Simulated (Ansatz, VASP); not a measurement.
One calculation of V, two programs

```
V
1.0
     0.00000    1.90031    1.90031
     1.90031    0.00000    1.90031
     1.90031    1.90031    0.00000
V
1
Direct
  0.00000 0.00000 0.00000
```

Alike in both runs: functional r2SCAN; k mesh 16 × 16 × 16; occupations gaussian, width 0.1 eV; collinear spin.

Ansatz relaxed the structure, and its values are those at the end. VASP's run is a single point on that final structure, the one shown.

|  | VASP | Ansatz |
| --- | --- | --- |
| version | VASP 6.6.1 | Ansatz 0.2.0 |
| potentials or method | VASP PAW PBE potentials, release 64 (V_sv), cutoff 520 eV | scalar-relativistic, plane waves, PAW |
| valence electrons in the cell | 13 | 13 |

|  | VASP | Ansatz | Ansatz less VASP |
| --- | --- | --- | --- |
| gap on the k mesh at the Fermi level (eV) | none | none | - |
| pressure (GPa) | 0.6 | 0.0 | -0.57 |
| net moment per atom (μB) | 0.00 | 0.00 | 0.000 |

VASP's potentials were made for PBE, not for r2SCAN. A gap of «none» marks a metal or a gap that the smearing closes. The functional is the same, so the differences come from potentials, cutoffs and numerics. Ansatz's warnings: seeded moment not kept.
